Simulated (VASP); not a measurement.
A run of VASP 6.6.1 is set up as follows.

The input INCAR:

```
  PREC = Accurate
  ENCUT = 600
  EDIFF = 1E-7
  ISMEAR = 0
  SIGMA = 0.1
  LREAL = F
  LASPH = T
  NELM = 80
  ALGO = Normal
  ISIF = 3
  LWAVE = F
  LCHARG = F
  GGA = PE
  IBRION = 2
  NSW = 100
  EDIFFG = -0.01
```

KPOINTS

```
regular mesh
0
Gamma
  16 16 16
```

The input POSCAR:

```
HfBr
1.0
    3.4645445402      0.0000000000      0.0000000000
    0.0000000000      3.4645445402      0.0000000000
    0.0000000000      0.0000000000      3.4645445402
Hf Br
1 1
Direct
    0.0000000000      0.0000000000      0.0000000000
    0.5000000000      0.5000000000      0.5000000000
```

Potentials or basis: VASP PAW PBE potentials, release 64 (Hf_pv, Br).

Command:

```sh
$ cat potpaw_PBE.64/Hf_pv/POTCAR potpaw_PBE.64/Br/POTCAR > POTCAR
$ mpirun -np 1 vasp_std > vasp.out
```

Task: Estimate the band gap on the k mesh.

Result: Zero (an odd number of electrons rules out a gap without spin polarisation).

Task: Predict the space group after relaxing (to 0.1 Å).

Result: Pm-3m (No. 221).

Task: What does it give for the relaxed cell?

Result: a = 3.447 Å, b = 3.447 Å, c = 3.447 Å, α = 90.00°, β = 90.00°, γ = 90.00°.

Task: Estimate the relaxed volume.

Result: 20.48 Å³/atom.

The path:
| step | energy change (eV) | largest force (eV/Å) | pressure (GPa) | volume (Å³) |
| --- | --- | --- | --- | --- |
| 1 | 0.0000 | 0.0000 | -1.03 | 41.59 |
| 2 | -0.0019 | 0.0000 | 0.32 | 40.78 |
| 3 | -0.0020 | 0.0000 | 0.00 | 40.96 |

Caveat: spin-orbit coupling is left out, which moves the levels of the heavy elements; an odd number of electrons without spin polarisation forces a metal; a magnetic or distorted state may lie lower.
